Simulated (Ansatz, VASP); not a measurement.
Two plane-wave programs on Bi

```
Bi
1.0
     3.42855    0.00000    0.00000
    -1.71428    2.96921    0.00000
     0.00000    0.00000   11.46603
Bi
4
Direct
  0.00000 0.00000 0.00000
  0.00000 0.00000 0.50000
  0.33333 0.66667 0.25000
  0.66667 0.33333 0.75000
```

Alike in both runs: task single point; functional PBE; k mesh 12 × 12 × 3; occupations fermi-dirac, width 0.1 eV; no spin polarisation.

```csv
,VASP,Ansatz
version,VASP 6.6.1,Ansatz 0.2.0
potentials or method,"VASP PAW PBE potentials, release 64 (Bi_d), cutoff 520 eV","plane waves (420 eV) with PAW, scalar-relativistic"
valence electrons in the cell,60,60
```

|  | VASP | Ansatz | Ansatz less VASP |
| --- | --- | --- | --- |
| pressure (GPa) | 5.1 | 5.1 | +0.07 |
| traceless stress, the component that is largest in VASP (GPa) | -0.07 | -0.07 | +0.001 |

Spin-orbit coupling is off throughout.
